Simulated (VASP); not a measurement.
Set up this calculation in VASP 6.6.1, as the native input.

* Task: single point
* Functional: PBE
* Potentials or basis: VASP PAW PBE potentials, release 64 (In_d, Se)
* Cutoff: 520 eV
* k mesh: 2 × 2 × 2
* Occupations: gaussian, width 0.1 eV
* Spin: no spin polarisation
* Dipole correction: no
* Further INCAR settings: ALGO = Normal; EDIFF = 1e-06; NBANDS = 30

The structure of In3Se lies in POSCAR:

```
In3Se
1.0
    4.8037580000      0.0000000000      0.0000000000
    0.0000000000      4.8037580000      0.0000000000
    0.0000000000      0.0000000000      4.8037580000
In Se
3 1
Direct
    0.0000000000      0.5000000000      0.5000000000
    0.5000000000      0.0000000000      0.5000000000
    0.5000000000      0.5000000000      0.0000000000
    0.0000000000      0.0000000000      0.0000000000
```

One way to write it, as run:

INCAR

```
PREC     = Accurate       # precision mode
ENCUT    = 520            # plane-wave cutoff, eV
EDIFF    = 1E-6           # SCF threshold, eV
ISMEAR   = 0              # smearing method
SIGMA    = 0.1            # smearing width, eV
LREAL    = F              # projectors in reciprocal space
LASPH    = T              # aspherical terms in the spheres
NELM     = 100            # most SCF steps
ALGO     = Normal         # electronic algorithm
ISIF     = 2              # what is computed and relaxed
LWAVE    = F              # write WAVECAR
LCHARG   = F              # write CHGCAR
GGA      = PE             # functional
NBANDS   = 30             # bands
```

KPOINTS

```
regular mesh
0
Gamma
  2 2 2
```

Potentials or basis: VASP PAW PBE potentials, release 64 (In_d, Se).

Launch:

```bash
$ cat potpaw_PBE.64/In_d/POTCAR potpaw_PBE.64/Se/POTCAR > POTCAR
$ mpirun -np 1 vasp_std > vasp.out
```

It gave:

```yaml
Pressure: 2.9 GPa
```

Caveat: the k points lie up to 0.65 Å⁻¹ apart.

It took 12 s on 1 thread of AMD EPYC 9R45 96-Core Processor (Zen 5), on a shared host, peak memory 0.17 GiB.
